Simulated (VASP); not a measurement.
Set up this calculation in VASP 6.6.1, as the native input.

| Quantity | Value |
| --- | --- |
| Task | single point |
| Functional | r2SCAN |
| Potentials or basis | VASP PAW PBE potentials, release 64 (Au) |
| Cutoff | 520 eV |
| k mesh | 24 × 24 × 24 |
| Occupations | gaussian, width 0.15 eV |
| Spin | no spin polarisation |
| Dipole correction | no |
| Further INCAR settings | ALGO = Normal; EDIFF = 1e-06; NBANDS = 12 |

Crystal: Au.

```
Au
1.0
    -1.78985    1.78985    1.52469
     1.78985   -1.78985    1.52469
     1.78985    1.78985   -1.52469
Au
1
Direct
  0.00000 0.00000 0.00000
```

This cell differs from its parent crystal: strain +0.080 along x and y, -0.080 along z.

The input as run:

POSCAR

```
Au
1.0
   -1.7898505200      1.7898505200      1.5246874800
    1.7898505200     -1.7898505200      1.5246874800
    1.7898505200      1.7898505200     -1.5246874800
Au
1
Direct
    0.0000000000      0.0000000000      0.0000000000
```

INCAR.step1

```
PREC = Accurate ; ENCUT = 520
ISMEAR = 0 ; SIGMA = 0.15
LREAL = False ; LASPH = True
NELM = 100 ; NBANDS = 12
GGA = PE ; ALGO = Normal
EDIFF = 1E-4 ; LWAVE = True
LCHARG = False
```

INCAR.step2

```
PREC = Accurate ; ENCUT = 520
EDIFF = 1E-6 ; ISMEAR = 0
SIGMA = 0.15 ; LREAL = False
LASPH = True ; NELM = 100
ALGO = Normal ; ISIF = 2
LWAVE = False ; LCHARG = True
METAGGA = R2SCAN ; LMIXTAU = True
LELF = True ; LVHAR = True
NBANDS = 12 ; ISTART = 1
```

KPOINTS

```
Automatic mesh
0
Gamma
  24 24 24
```

Potentials or basis: VASP PAW PBE potentials, release 64 (Au).

Launch:

```sh
$ cat potpaw_PBE.64/Au/POTCAR > POTCAR
$ cp INCAR.step1 INCAR
$ mpirun -np 1 vasp_std > vasp.out
$ cp INCAR.step2 INCAR
$ mpirun -np 1 vasp_std > vasp.out
```

Results of the run:

- Pressure: -11.1 GPa
- Band gap on the k mesh: zero (an odd number of electrons rules out a gap without spin polarisation)

Caveat: the cell differs from its parent crystal (strain +0.080 along x and y, -0.080 along z); the cell stands under tension; the PAW data sets were made with another functional, which shifts forces and pressure a little; spin-orbit coupling is left out, which moves the levels of the heavy elements.

Run time: 4.1 min on 1 thread of Intel(R) Xeon(R) 6975P-C (Granite Rapids), on a shared host, peak memory 0.34 GiB.
